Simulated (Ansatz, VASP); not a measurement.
**HfB in VASP and in Ansatz**

```
CELL_PARAMETERS angstrom
0.00000 2.36775 2.25225
2.36775 0.00000 2.25225
2.36775 2.36775 0.00000
ATOMIC_POSITIONS crystal
Hf 0.50000 0.50000 0.50000
B 0.00000 0.00000 0.00000
```

Change from the starting cell: strain +0.025 along x and y, -0.025 along z, atoms carried along.

Alike in both runs: task single point; functional PBEsol; k mesh 18 × 18 × 18; occupations gaussian, width 0.15 eV; no spin polarisation.

|  | VASP | Ansatz |
| --- | --- | --- |
| version | VASP 6.6.1 | Ansatz 0.2.0 |
| potentials or method | VASP PAW PBE potentials, release 64 (Hf_pv, B), cutoff 500 eV | scalar-relativistic, plane waves, PAW |
| valence electrons in the cell | 13 | 29 |

```tsv
	VASP	Ansatz	Ansatz less VASP
gap on the k mesh at the Fermi level (eV)	none	none	-
pressure (GPa)	19.1	18.2	-0.91
traceless stress, the component that is largest in VASP (GPa)	16.50	16.23	-0.279
```

VASP's potentials were made for PBE, not for PBEsol. A gap of «none» marks a metal or a gap that the smearing closes. VASP's potentials hold 13 valence electrons a cell and Ansatz's 29, so a difference there can come from the potentials and not from the codes.

Neither program's run includes spin-orbit coupling.
